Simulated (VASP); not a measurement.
Runs of VASP 6.6.1 on Al3GaN4. The structure is that of space group P-42m (No. 111), or close to it. The cells are those of the table. 

| cell | gap on the mesh (eV) | pressure (GPa) | largest force (eV/Å) |
| --- | --- | --- | --- |
| a = 4.583, b = 4.583, c = 4.231 Å, 8 atoms | (a) | -7.5 | 0.08 |
| a = 4.407, b = 4.407, c = 4.760 Å, 8 atoms | 2.64 | (b) | 0.06 |
| a = 4.760, b = 4.760, c = 4.054 Å, 8 atoms | 2.42 | -13.8 | 0.15 |
| a = 4.231, b = 4.231, c = 4.760 Å, 8 atoms | 2.90 | -0.1 | 0.11 |
| a = 4.760, b = 4.760, c = 4.231 Å, 8 atoms | 2.22 | -18.6 | 0.10 |

Alike in all rows: task single point; level PBEsol; potentials or basis VASP PAW PBE potentials, release 64 (Al, Ga_d, N); no spin polarisation; k mesh 6 × 6 × 6; cutoff (eV) 520; smearing gaussian 0.05 eV.

Fill in the values left out.

(a) 2.89; (b) -13.4.

Caveats: the PAW data sets were made with another functional, which shifts forces and pressure a little.

A k mesh can miss the band edges, and the runs leave out spin-orbit coupling on Ga.
